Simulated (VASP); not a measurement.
# Br (Fm-3m) in VASP: a series of runs

Runs on Br. Level: PBE. Tasks: single point.

Program: VASP 6.6.1. These are calculated values, not measurements. Logs are shortened: lines on timing, memory, paths and dates and some standing lists are left out, and cuts for length are marked.

### 1 The cell of the first run

It takes space group Fm-3m (No. 225, cubic). The conventional cell has a = 4.458 Å, b = 4.458 Å, c = 4.458 Å, α = 90.00°, β = 90.00°, γ = 90.00°. Br (site symmetry m-3m) has 12 Br at 3.15 Å within 4.1 Å.

### 2 Single point, PBE (volume scaled by 0.84)

File INCAR:

```
ALGO     = Normal         # electronic algorithm
EDIFF    = 1E-7           # SCF threshold, eV
ENCUT    = 520            # plane-wave cutoff, eV
GGA      = PE             # functional
ISIF     = 2              # what is computed and relaxed
ISMEAR   = -1             # smearing method
LASPH    = True           # aspherical terms in the spheres
LCHARG   = False          # write CHGCAR
LREAL    = False          # projectors in reciprocal space
LWAVE    = False          # write WAVECAR
NBANDS   = 10             # bands
NELM     = 60             # most SCF steps
PREC     = Accurate       # precision mode
SIGMA    = 0.05           # smearing width, eV
```

File KPOINTS:

```
k-points
0
Gamma
  14 14 14
```

File POSCAR:

```
Br
1.0
    0.0000000000      2.2288295485      2.2288295485
    2.2288295485      0.0000000000      2.2288295485
    2.2288295485      2.2288295485      0.0000000000
Br
1
Direct
    0.0000000000      0.0000000000      0.0000000000
```

Potentials or basis: VASP PAW PBE potentials, release 64 (Br).

Started as:

```sh
$ cat potpaw_PBE.64/Br/POTCAR > POTCAR
$ mpirun -np 1 vasp_std > vasp.out
```

OUTCAR:

```text
EDIFF = 1E-7
   ENCUT = 520
   GGA = PE
   ISIF = 2
   ISMEAR = -1
   LASPH = True
   LREAL = False
   NELM = 60
   PREC = Accurate

 ion  position               nearest neighbor table
   1  0.000  0.000  0.000-

  LATTYP: Found a face centered cubic cell.
 ALAT       =     4.4576590970

  Lattice vectors:

 A1 = (   0.0000000000,   2.2288295485,   2.2288295485)
 A2 = (   2.2288295485,   0.0000000000,   2.2288295485)
 A3 = (   2.2288295485,   2.2288295485,   0.0000000000)

Analysis of symmetry for initial positions (statically):
=====================================================================
 Subroutine PRICEL returns:
 Original cell was already a primitive cell.

 Routine SETGRP: Setting up the symmetry group for a
 face centered cubic supercell.

 Subroutine GETGRP returns: Found 48 space group operations
 (whereof 48 operations were pure point group operations)
 out of a pool of 48 trial point group operations.

The static configuration has the point symmetry O_h .

Analysis of symmetry for dynamics (positions and initial velocities):
=====================================================================
 Subroutine PRICEL returns:
 Original cell was already a primitive cell.

 Routine SETGRP: Setting up the symmetry group for a
 face centered cubic supercell.

 Subroutine GETGRP returns: Found 48 space group operations
 (whereof 48 operations were pure point group operations)
 out of a pool of 48 trial point group operations.

The dynamic configuration has the point symmetry O_h .

 Subroutine INISYM returns: Found 48 space group operations
 (whereof 48 operations are pure point group operations),
 and found     1 'primitive' translations

----------------------------------------------------------------------------------------

                                     Primitive cell

  volume of cell :      22.1442

  direct lattice vectors                    reciprocal lattice vectors
     0.000000000  2.228829548  2.228829548    -0.224332991  0.224332991  0.224332991
     2.228829548  0.000000000  2.228829548     0.224332991 -0.224332991  0.224332991
     2.228829548  2.228829548  0.000000000     0.224332991  0.224332991 -0.224332991

  length of vectors
     3.152040976  3.152040976  3.152040976     0.388556139  0.388556139  0.388556139

  position of ions in fractional coordinates (direct lattice)
     0.000000000  0.000000000  0.000000000

  ion indices of the primitive-cell ions
   primitive index   ion index
                 1           1

----------------------------------------------------------------------------------------

 KPOINTS: k-points

Automatic generation of k-mesh.
 Grid dimensions read from file:
 generate k-points for:   14   14   14

 Generating k-lattice:

  Cartesian coordinates                     Fractional coordinates (reciprocal lattice)
    -0.016023785  0.016023785  0.016023785     0.071428571  0.000000000  0.000000000
     0.016023785 -0.016023785  0.016023785     0.000000000  0.071428571  0.000000000
     0.016023785  0.016023785 -0.016023785     0.000000000  0.000000000  0.071428571

  Length of vectors
     0.027754010  0.027754010  0.027754010

  Shift w.r.t. Gamma in fractional coordinates (k-lattice)
     0.000000000  0.000000000  0.000000000

 Subroutine IBZKPT returns following result:
 ===========================================

 Found    104 irreducible k-points:

 Following reciprocal coordinates:
            Coordinates               Weight
  0.000000  0.000000  0.000000      1.000000
  0.071429  0.000000  0.000000      8.000000
  0.142857  0.000000  0.000000      8.000000
  0.214286  0.000000  0.000000      8.000000
  0.285714  0.000000  0.000000      8.000000
  0.357143  0.000000  0.000000      8.000000
[... 16 lines left out ...]
  0.214286  0.142857  0.000000     24.000000
  0.285714  0.142857  0.000000     24.000000
 [... further k-points ...]
   k-points           NKPTS =    104   k-points in BZ     NKDIM =    104   number of bands    NBANDS=     10
   number of dos      NEDOS =    301   number of ions     NIONS =      1
   total plane-waves  NPLWV =  13824
   dimension x,y,z NGX =    24 NGY =   24 NGZ =   24
   dimension x,y,z NGXF=    48 NGYF=   48 NGZF=   48
   ions per type =               1
   NGX,Y,Z   is equivalent  to a cutoff of  12.66, 12.66, 12.66 a.u.
   NGXF,Y,Z  is equivalent  to a cutoff of  25.32, 25.32, 25.32 a.u.
 SYSTEM =  unknown system
   PREC   = accura    normal or accurate (medium, high low for compatibility)
   ISTART =      0    job   : 0-new  1-cont  2-samecut
   ICHARG =      2    charge: 1-file 2-atom 10-const
   ISPIN  =      1    spin polarized calculation?
   LNONCOLLINEAR =      F non collinear calculations
   LSORBIT =      F    spin-orbit coupling
   LASPH  =      T    aspherical Exc in radial PAW
   ENCUT  =  520.0 eV  38.22 Ry    6.18 a.u.   5.86  5.86  5.86*2*pi/ulx,y,z
   NELM   =     60;   NELMIN=  2; NELMDL= -5     # of ELM steps
   EDIFF  = 0.1E-06   stopping-criterion for ELM
   LREAL  =      F    real-space projection
   EDIFFG = 0.1E-05   stopping-criterion for IOM
   NSW    =      0    number of steps for IOM
   IBRION =     -1    ionic relax: 0-MD 1-quasi-New 2-CG
   NFREE  =      0    steps in history (QN), initial steepest desc. (CG)
   ISIF   =      2    stress and relaxation
   ISYM   =      2    0-nonsym 1-usesym 2-fastsym
   POTIM  = 0.5000    time-step for ionic-motion
   TEBEG  =    0.0;   TEEND  =   0.0 temperature during run
   PSTRESS=    0.0 pullay stress
   NELECT =       7.0000    total number of electrons
   NUPDOWN=      -1.0000    fix difference up-down
   EMIN   =  10.00;   EMAX   =-10.00  energy-range for DOS
   EFERMI =   0.00;   METHOD = LEGACY
   ISMEAR =    -1;   SIGMA  =   0.05  broadening in eV -4-tet -1-fermi 0-gaus
   EFERMI_NEDOS =   21; number of points for ismear=-14 and -15
   IALGO  =     38    algorithm
   IMIX   =      4    mixing-type and parameters
     AMIX     =   0.40;   BMIX     =  1.00
     AMIX_MAG =   1.60;   BMIX_MAG =  1.00
  volume/ion in A,a.u.               =      22.14       149.44
  Fermi-wavevector in a.u.,A,eV,Ry     =   1.115203  2.107428 16.921267  1.243678
  Thomas-Fermi vector in A             =   2.251806
   LORBIT       =      0    0 simple, 1 ext, 2 COOP (PROOUT), +10 PAW based schemes
   GGA     = PE    functional components
   LHFCALC =     F    Hartree Fock is set to
   AEXX    =    0.0000 exact exchange contribution
   IVDW    =     0    specifies the selected vdW correction
   LEPSILON=     F    determine dielectric tensor
   LRPA    =     F    only Hartree local field effects (RPA)
 non-spin polarized calculation
  energy-cutoff  :      520.00
  volume of cell :       22.14
 maximum number of plane-waves:       610
   NGX = 11   NGY = 11   NGZ = 11

 number of electron       7.0000000 magnetization

 Free energy of the ion-electron system (eV)
  ---------------------------------------------------
  ext. energy  EPLUGINS =         0.00000000
  ---------------------------------------------------
  free energy    TOTEN  =        -0.89840657 eV

  energy without entropy =       -0.88768818  energy(sigma->0) =       -0.89304737

 E-fermi :   3.5353     XC(G=0): -10.1516

 val. band max:        3.5256699279   @ k =   0.2143   0.2143   0.0000
 cond. band min:       3.5773125230   @ k =  -0.2857   0.0714   0.0000
 fundamental gap:      0.0516425951
 Fermi energy:         3.5352520191

 k-point     1 :       0.0000    0.0000    0.0000
  band No.  band energies     occupation
      1     -12.9678      2.00000
      2       4.7488      0.00000
      3       4.7488      0.00000
      4       4.7488      0.00000
      5      12.7078      0.00000
      6      16.1109      0.00000
      7      16.1109      0.00000
      8      16.1109      0.00000
      9      20.3898      0.00000
     10      20.9798      0.00000

 k-point     2 :       0.0714    0.0000    0.0000
  band No.  band energies     occupation
      1     -12.8921      2.00000
      2       4.2392      0.00000
      3       4.6974      0.00000
      4       4.6974      0.00000
      5      13.0896      0.00000
      6      15.7823      0.00000
      7      16.2601      0.00000
      8      16.2601      0.00000
      9      20.5192      0.00000
     10      20.5192      0.00000

 k-point     3 :       0.1429    0.0000    0.0000
  band No.  band energies     occupation
      1     -12.6708      2.00000
      2       3.0141      1.99994
      3       4.5592      0.00000
      4       4.5592      0.00000
      5      13.5457      0.00000
      6      15.7212      0.00000
      7      16.5836      0.00000
      8      16.5836      0.00000
      9      19.8141      0.00000
     10      19.8141      0.00000

 k-point     4 :       0.2143    0.0000    0.0000
  band No.  band energies     occupation
      1     -12.3226      2.00000
      2       1.5294      2.00000
      3       4.3733      0.00000
      4       4.3733      0.00000
      5      13.2122      0.00000
      6      16.6545      0.00000
      7      16.6545      0.00000
      8      16.8184      0.00000
      9      19.7667      0.00000
     10      19.7667      0.00000

 k-point     5 :       0.2857    0.0000    0.0000
  band No.  band energies     occupation
      1     -11.8856      2.00000
      2       0.0716      2.00000
      3       4.1831      0.00000
      4       4.1831      0.00000
      5      12.6969      0.00000
      6      16.2735      0.00000
      7      16.2735      0.00000
      8      18.1844      0.00000
      9      20.6801      0.00000
     10      20.6801      0.00000

 k-point     6 :       0.3571    0.0000    0.0000
  band No.  band energies     occupation
      1     -11.4285      2.00000
      2      -1.1704      2.00000
      3       4.0242      0.00011
      4       4.0242      0.00011
      5      12.2921      0.00000
      6      15.8084      0.00000
      7      15.8084      0.00000
      8      18.8072      0.00000
      9      21.5668      0.00000
     10      22.1717      0.00000
[... 183 lines left out ...]
 k-point    21 :      -0.0714    0.0714    0.0000
  band No.  band energies     occupation
      1     -12.7679      2.00000
      2       3.6356      0.23714
      3       4.3760      0.00000
      4       4.7172      0.00000
      5      13.5991      0.00000
      6      15.3054      0.00000
      7      16.3892      0.00000
      8      16.7263      0.00000
      9      19.4955      0.00000
     10      20.5165      0.00000

 k-point    22 :       0.1429    0.1429    0.0000
  band No.  band energies     occupation
      1     -12.5714      2.00000
      2       3.2031      1.99740
      3       4.1087      0.00002
      4       4.1087      0.00002
      5      14.1445      0.00000
      6      14.2321      0.00000
      7      17.4032      0.00000
      8      17.4032      0.00000
      9      17.8544      0.00000
     10      21.4901      0.00000

 k-point    23 :       0.2143    0.1429    0.0000
  band No.  band energies     occupation
      1     -12.3130      2.00000
      2       2.2327      2.00000
      3       3.8399      0.00450
      4       3.9121      0.00107
      5      13.6473      0.00000
      6      14.4525      0.00000
      7      16.8871      0.00000
      8      17.9109      0.00000
      9      18.7874      0.00000
     10      21.6057      0.00000

 k-point    24 :       0.2857    0.1429    0.0000
  band No.  band energies     occupation
      1     -11.9436      2.00000
      2       0.9713      2.00000
      3       3.6149      0.33787
      4       3.6569      0.16139
      5      13.2544      0.00000
      6      14.7553      0.00000
      7      16.4118      0.00000
      8      17.9392      0.00000
      9      20.4320      0.00000
     10      22.1299      0.00000

 [... further k-points ...]
[... 5 lines left out ...]
  --------------------------------------------------------------------------------------
  -------------------------------------------------------------------------------------
  Total        1.0809706      1.0809706      1.0809706      0.0000000     -0.0000000      0.0000000
  in kB       78.2102885     78.2102885     78.2102885      0.0000000     -0.0000000      0.0000000
  external PRESSURE =      78.2102885 kB  Pullay stress =       0.0000000 kB

 VOLUME and BASIS-vectors are now :
 -----------------------------------------------------------------------------
  energy-cutoff  :      520.00
  volume of cell :       22.14
      direct lattice vectors                 reciprocal lattice vectors
     0.000000000  2.228829548  2.228829548    -0.224332991  0.224332991  0.224332991
     2.228829548  0.000000000  2.228829548     0.224332991 -0.224332991  0.224332991
     2.228829548  2.228829548  0.000000000     0.224332991  0.224332991 -0.224332991

 POSITION                                       TOTAL-FORCE (eV/Angst)
 -----------------------------------------------------------------------------------
      0.00000      0.00000      0.00000         0.000000     -0.000000     -0.000000
 -----------------------------------------------------------------------------------
    total drift:                                0.000000      0.000000     -0.000000

  FREE ENERGIE OF THE ION-ELECTRON SYSTEM (eV)
  ---------------------------------------------------
  free  energy   TOTEN  =        -0.8984065703 eV

  energy  without entropy=       -0.8876881789  energy(sigma->0) =       -0.89304737
```

Run time: 5.9 s. Hardware: 1 thread of Intel Xeon 6975P-C (Granite Rapids), shared host; peak memory 0.14 GiB.

Results:

* Free energy: -0.8984 eV
* Pressure: 7.8 GPa

Levels at points of the mesh, in eV from the Fermi level:
| k point | band 1 | band 2 | band 3 | band 4 | band 5 | band 6 | band 7 | band 8 |
| --- | --- | --- | --- | --- | --- | --- | --- | --- |
| (0.00, 0.00, 0.00) | -16.50 | 1.21 | 1.21 | 1.21 | 9.17 | 12.58 | 12.58 | 12.58 |
| (0.50, 0.00, 0.00) | -14.45 | -5.87 | 0.35 | 0.35 | 8.43 | 11.83 | 11.83 | 15.11 |
| (0.50, 0.50, 0.00) | -13.73 | -5.23 | -1.42 | -1.42 | 6.01 | 7.17 | 20.94 | 21.71 |

Caveat: an odd number of electrons without spin polarisation forces a metal; a magnetic or distorted state may lie lower.

### 3 Single point, PBE (volume scaled by 0.84)

File INCAR:

```
SYSTEM = Br
PREC = Accurate
ENCUT = 520
EDIFF = 1E-6
ISMEAR = -1
SIGMA = 0.05
LREAL = .False.
LASPH = .True.
NELM = 80
ALGO = Normal
ISIF = 2
LWAVE = .False.
LCHARG = .True.
GGA = PE
LELF = .True.
LVHAR = .True.
NBANDS = 10
```

File KPOINTS:

```
Automatic mesh
0
Gamma
  14 14 14
  0 0 0
```

POSCAR is that of step 2.

Potentials or basis: VASP PAW PBE potentials, release 64 (Br).

Started as:

```sh
$ cat potpaw_PBE.64/Br/POTCAR > POTCAR
$ mpirun -np 1 vasp_std > vasp.out
```

Wall time 5.6 s (1 thread of Intel Xeon 6975P-C (Granite Rapids), shared host); peak memory 0.14 GiB.

The run converged. Its results:

| Item | Value |
| --- | --- |
| Free energy | -0.8984 eV |
| Pressure | 7.8 GPa |

Levels at points of the mesh, in eV from the Fermi level:
```csv
k point,band 1,band 2,band 3,band 4,band 5,band 6,band 7,band 8
"(0.00, 0.00, 0.00)",-16.50,1.21,1.21,1.21,9.17,12.58,12.58,12.58
"(0.50, 0.00, 0.00)",-14.45,-5.87,0.35,0.35,8.43,11.83,11.83,15.10
"(0.50, 0.50, 0.00)",-13.73,-5.23,-1.42,-1.42,6.01,7.17,20.94,21.71
```

Caveat: an odd number of electrons without spin polarisation forces a metal; a magnetic or distorted state may lie lower.

### 4 Single point, PBE (volume scaled by 0.92)

File INCAR:

```
SYSTEM = Br
ALGO = Normal ; EDIFF = 1E-7
ENCUT = 520 ; GGA = PE
ISIF = 2 ; ISMEAR = -1
LASPH = .TRUE. ; LCHARG = .FALSE.
LREAL = .FALSE. ; LWAVE = .FALSE.
NBANDS = 10 ; NELM = 80
PREC = Accurate ; SIGMA = 0.05
```

File KPOINTS:

```
k-points
0
G
  14 14 14
  0 0 0
```

File POSCAR:

```
Br
1.0
    0.0000000000      2.2974515976      2.2974515976
    2.2974515976      0.0000000000      2.2974515976
    2.2974515976      2.2974515976      0.0000000000
Br
1
Direct
    0.0000000000      0.0000000000      0.0000000000
```

Started as:

```sh
$ cat potpaw_PBE.64/Br/POTCAR > POTCAR
$ mpirun -np 1 vasp_std > vasp.out
```

Run time: 5.8 s. Hardware: 1 thread of Intel Xeon 6975P-C (Granite Rapids), shared host; peak memory 0.14 GiB.

The run converged. Its results:

- Free energy: -0.9667 eV
- Pressure: 3.0 GPa

Levels at points of the mesh, in eV from the Fermi level:
```tsv
k point	band 1	band 2	band 3	band 4	band 5	band 6	band 7	band 8
(0.00, 0.00, 0.00)	-15.81	1.02	1.02	1.02	8.51	12.57	12.57	12.57
(0.50, 0.00, 0.00)	-14.14	-5.12	0.29	0.29	8.39	11.89	11.89	14.88
(0.50, 0.50, 0.00)	-13.56	-4.56	-1.22	-1.22	6.36	7.55	19.66	20.98
```

Caveat: an odd number of electrons without spin polarisation forces a metal; a magnetic or distorted state may lie lower.

(Part 1 of 2 ends here.)
